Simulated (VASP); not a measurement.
# CaO in VASP: a series of runs, part 2 of 2

VASP 6.6.1. Earlier steps stand in the parts before.

## (4) Single point, PBE (strain along [111] +4.2%)

File INCAR:

```
SYSTEM = CaO
ALGO = Normal
EDIFF = 1E-7
ENCUT = 520
GGA = PE
ISIF = 2
ISMEAR = -1
LASPH = .TRUE.
LCHARG = .FALSE.
LREAL = .FALSE.
LWAVE = .FALSE.
NBANDS = 15
NELM = 100
PREC = Accurate
SIGMA = 0.02
```

File KPOINTS:

```
k-points
0
G
  10 10 10
  0 0 0
```

File POSCAR:

```
CaO
1.0
    0.0664920566      2.4640421754      2.4640421754
    2.4640421754      0.0664920566      2.4640421754
    2.4640421754      2.4640421754      0.0664920566
Ca O
1 1
Direct
    0.0000000000      0.0000000000      0.0000000000
    0.5000000000      0.5000000000      0.5000000000
```

Potentials or basis: VASP PAW PBE potentials, release 64 (Ca_sv, O).

Run with:

```
$ cat potpaw_PBE.64/Ca_sv/POTCAR potpaw_PBE.64/O/POTCAR > POTCAR
$ mpirun -np 1 vasp_std > vasp.out
```

OUTCAR:

```text
SYSTEM = CaO
   EDIFF = 1E-7
   ENCUT = 520
   GGA = PE
   ISIF = 2
   ISMEAR = -1
   LASPH = .TRUE.
   LREAL = .FALSE.
   NELM = 100
   PREC = Accurate

 ion  position               nearest neighbor table
   1  0.000  0.000  0.000-   2 2.43   2 2.43   2 2.43   2 2.43   2 2.43   2 2.43
   2  0.500  0.500  0.500-   1 2.43   1 2.43   1 2.43   1 2.43   1 2.43   1 2.43

  LATTYP: Found a trigonal (rhomboedric) cell.
 ALAT       =     3.4853161805
 COS(alpha) =     0.5267931486

  Lattice vectors:

[... 619 lines left out ...]
------------------------ aborting loop because EDIFF is reached ----------------------------------------

  FORCE on cell =-STRESS in cart. coord.  units (eV):
  Direction    XX          YY          ZZ          XY          YZ          ZX
  --------------------------------------------------------------------------------------
  -------------------------------------------------------------------------------------
  Total       -0.2534671     -0.2534671     -0.2534671     -0.3899679     -0.3899679     -0.3899679
  in kB      -14.1448453    -14.1448453    -14.1448453    -21.7623310    -21.7623310    -21.7623310
  external PRESSURE =     -14.1448453 kB  Pullay stress =       0.0000000 kB

 VOLUME and BASIS-vectors are now :
 -----------------------------------------------------------------------------
  energy-cutoff  :      520.00
  volume of cell :       28.71
      direct lattice vectors                 reciprocal lattice vectors
     0.066492057  2.464042175  2.464042175    -0.211322559  0.205769869  0.205769869
     2.464042175  0.066492057  2.464042175     0.205769869 -0.211322559  0.205769869
     2.464042175  2.464042175  0.066492057     0.205769869  0.205769869 -0.211322559

 POSITION                                       TOTAL-FORCE (eV/Angst)
 -----------------------------------------------------------------------------------
      0.00000      0.00000      0.00000         0.000000     -0.000000      0.000000
      2.49729      2.49729      2.49729        -0.000000      0.000000     -0.000000
 -----------------------------------------------------------------------------------
    total drift:                                0.000000      0.000000      0.000000

  FREE ENERGIE OF THE ION-ELECTRON SYSTEM (eV)
  ---------------------------------------------------
  free  energy   TOTEN  =       -12.7889616005 eV

  energy  without entropy=      -12.7889616005  energy(sigma->0) =      -12.78896160
```

Run time: 38 s. Hardware: 1 thread of AMD EPYC 7R13 (Zen 3), shared host; peak memory 0.16 GiB.

Results:

```
Free energy            : -12.7890 eV
Pressure               : -1.4 GPa
Band gap on the k mesh : 3.58 eV, indirect (least direct gap 3.95 eV)
```

Stress tensor (GPa, compression positive):
```
-1.41 -2.18 -2.18
-2.18 -1.41 -2.18
-2.18 -2.18 -1.41
```

Caveat: the cell differs from its parent crystal (strain along [111] +4.2%). A k mesh can miss the band edges.

## (5) Single point, PBE (uniaxial z strain +3.3%)

File INCAR:

```
SYSTEM = CaO
ALGO     = Normal         ! electronic algorithm
EDIFF    = 1E-6           ! SCF threshold, eV
ENCUT    = 520            ! plane-wave cutoff, eV
GGA      = PE             ! functional
ISIF     = 2              ! what is computed and relaxed
ISMEAR   = -1             ! smearing method
LASPH    = .TRUE.         ! aspherical terms in the spheres
LCHARG   = .FALSE.        ! write CHGCAR
LREAL    = .FALSE.        ! projectors in reciprocal space
LWAVE    = .FALSE.        ! write WAVECAR
NBANDS   = 15             ! bands
NELM     = 100            ! most SCF steps
PREC     = Accurate       ! precision mode
SIGMA    = 0.02           ! smearing width, eV
```

KPOINTS is that of step 4.

File POSCAR:

```
CaO
1.0
    0.0000000000      2.3975501188      2.4769090277
    2.3975501188      0.0000000000      2.4769090277
    2.3975501188      2.3975501188      0.0000000000
Ca O
1 1
Direct
    0.0000000000      0.0000000000      0.0000000000
    0.5000000000      0.5000000000      0.5000000000
```

Potentials or basis: VASP PAW PBE potentials, release 64 (Ca_sv, O).

Run with:

```
$ cat potpaw_PBE.64/Ca_sv/POTCAR potpaw_PBE.64/O/POTCAR > POTCAR
$ mpirun -np 1 vasp_std > vasp.out
```

OUTCAR:

```text
SYSTEM = CaO
   EDIFF = 1E-6
   ENCUT = 520
   GGA = PE
   ISIF = 2
   ISMEAR = -1
   LASPH = .TRUE.
   LREAL = .FALSE.
   NELM = 100
   PREC = Accurate

 ion  position               nearest neighbor table
   1  0.000  0.000  0.000-   2 2.40   2 2.40   2 2.40   2 2.40   2 2.48   2 2.48
   2  0.500  0.500  0.500-   1 2.40   1 2.40   1 2.40   1 2.40   1 2.48   1 2.48

  LATTYP: Found a body centered tetragonal cell.
 ALAT       =     3.3906478945
 C/A-ratio  =     1.4610240313

  Lattice vectors:

 A1 = (  -2.3975501188,   0.0000000000,   2.4769090277)
 A2 = (   2.3975501188,   0.0000000000,   2.4769090277)
 A3 = (   0.0000000000,   2.3975501188,  -2.4769090277)

Analysis of symmetry for initial positions (statically):
=====================================================================
 Subroutine PRICEL returns:
 Original cell was already a primitive cell.

 Routine SETGRP: Setting up the symmetry group for a
 body centered tetragonal supercell.

 Subroutine GETGRP returns: Found 16 space group operations
 (whereof 16 operations were pure point group operations)
 out of a pool of 16 trial point group operations.

The static configuration has the point symmetry D_4h.

Analysis of symmetry for dynamics (positions and initial velocities):
=====================================================================
 Subroutine PRICEL returns:
 Original cell was already a primitive cell.

 Routine SETGRP: Setting up the symmetry group for a
 body centered tetragonal supercell.

 Subroutine GETGRP returns: Found 16 space group operations
 (whereof 16 operations were pure point group operations)
 out of a pool of 16 trial point group operations.

The dynamic configuration has the point symmetry D_4h.

 Subroutine INISYM returns: Found 16 space group operations
 (whereof 16 operations are pure point group operations),
 and found     1 'primitive' translations

[... 118 lines left out ...]
   LORBIT       =      0    0 simple, 1 ext, 2 COOP (PROOUT), +10 PAW based schemes
   GGA     = PE    functional components
   LHFCALC =     F    Hartree Fock is set to
   AEXX    =    0.0000 exact exchange contribution
   IVDW    =     0    specifies the selected vdW correction
   LEPSILON=     F    determine dielectric tensor
   LRPA    =     F    only Hartree local field effects (RPA)
 non-spin polarized calculation
  energy-cutoff  :      520.00
  volume of cell :       28.48
 maximum number of plane-waves:       787
 NGX is ok and might be reduce to    28
   NGX = 13   NGY = 13   NGZ = 13

 number of electron      16.0000003 magnetization

 Free energy of the ion-electron system (eV)
  ---------------------------------------------------
  ext. energy  EPLUGINS =         0.00000000
  ---------------------------------------------------
  free energy    TOTEN  =       -12.79708902 eV

  energy without entropy =      -12.79708902  energy(sigma->0) =      -12.79708902

 E-fermi :   2.6858     XC(G=0): -10.3498

 val. band max:        2.2304369500   @ k =   0.0000   0.0000   0.0000
 cond. band min:       5.8217524316   @ k =   0.5000   0.0000   0.5000
 fundamental gap:      3.5913154816
 Fermi energy:         2.6858393687

 k-point     1 :       0.0000    0.0000    0.0000
  band No.  band energies     occupation
      1     -35.5294      2.00000
      2     -16.3307      2.00000
      3     -16.3021      2.00000
      4     -16.3021      2.00000
      5     -13.2779      2.00000
      6       2.1626      2.00000
      7       2.2304      2.00000
      8       2.2304      2.00000
      9       6.6824      0.00000
     10       8.2322      0.00000
     11       8.4475      0.00000
     12       8.4475      0.00000
     13       9.7298      0.00000
     14       9.9754      0.00000
[... 401 lines left out ...]
      2     -16.8780      2.00000
      3     -16.4824      2.00000
      4     -16.4441      2.00000
      5     -12.8368      2.00000
      6       0.5237      2.00000
      7       1.7067      2.00000
      8       1.8106      2.00000
      9       6.5486      0.00000
     10       9.7655      0.00000
     11      10.8471      0.00000
     12      10.8840      0.00000
     13      11.0237      0.00000
     14      12.4805      0.00000
     15      17.2387      0.00000

 [... further k-points ...]
[... 5 lines left out ...]
  --------------------------------------------------------------------------------------
  -------------------------------------------------------------------------------------
  Total        0.2031171      0.2031171     -0.5739086      0.0000000      0.0000000     -0.0000000
  in kB       11.4282979     11.4282979    -32.2907319      0.0000000      0.0000000     -0.0000000
  external PRESSURE =      -3.1447120 kB  Pullay stress =       0.0000000 kB

 VOLUME and BASIS-vectors are now :
 -----------------------------------------------------------------------------
  energy-cutoff  :      520.00
  volume of cell :       28.48
      direct lattice vectors                 reciprocal lattice vectors
     0.000000000  2.397550119  2.476909028    -0.208546214  0.208546214  0.201864499
     2.397550119  0.000000000  2.476909028     0.208546214 -0.208546214  0.201864499
     2.397550119  2.397550119  0.000000000     0.208546214  0.208546214 -0.201864499

 POSITION                                       TOTAL-FORCE (eV/Angst)
 -----------------------------------------------------------------------------------
      0.00000      0.00000      0.00000         0.000000      0.000000      0.000000
      2.39755      2.39755      2.47691        -0.000000     -0.000000      0.000000
 -----------------------------------------------------------------------------------
    total drift:                                0.000000      0.000000      0.000000

  FREE ENERGIE OF THE ION-ELECTRON SYSTEM (eV)
  ---------------------------------------------------
  free  energy   TOTEN  =       -12.7970890232 eV

  energy  without entropy=      -12.7970890232  energy(sigma->0) =      -12.79708902
```

Run time: 31 s. Hardware: 1 thread of AMD EPYC 7R13 (Zen 3), shared host; peak memory 0.16 GiB.

What came out:

```yaml
Free_energy: -12.7971 eV
Pressure: -0.3 GPa
Band_gap_on_the_k_mesh: 3.59 eV, indirect (least direct gap 3.99 eV)
```

Stress tensor (GPa, compression positive):
```
 1.14  0.00  0.00
 0.00  1.14  0.00
 0.00  0.00 -3.23
```

Caveat: the cell differs from its parent crystal (uniaxial z strain +3.3%).

## (6) Overview

| level | cell | smearing | gap on the mesh (eV) | pressure (GPa) |
| --- | --- | --- | --- | --- |
| r2SCAN | a = 3.447, b = 3.447, c = 3.391 Å, angles 60.5, 60.5, 58.9°, 2 atoms | gaussian 0.01 eV | 4.14 | -2.4 |
| r2SCAN | a = 3.485 Å, angles 58.2°, 2 atoms | gaussian 0.01 eV | 4.13 | -3.5 |
| PBE | a = 3.485 Å, angles 58.2°, 2 atoms | fermi-dirac 0.02 eV | 3.58 | -1.4 |
| PBE | a = 3.447, b = 3.447, c = 3.391 Å, angles 60.5, 60.5, 58.9°, 2 atoms | fermi-dirac 0.02 eV | 3.59 | -0.3 |

Alike in all rows: task single point; potentials or basis VASP PAW PBE potentials, release 64 (Ca_sv, O); no spin polarisation; k mesh 10 × 10 × 10; cutoff (eV) 520.

Caveats: the PAW data sets were made with another functional, which shifts forces and pressure a little (some runs).

Total energies depend on the potentials used, so only differences within one code and one set of settings carry meaning.
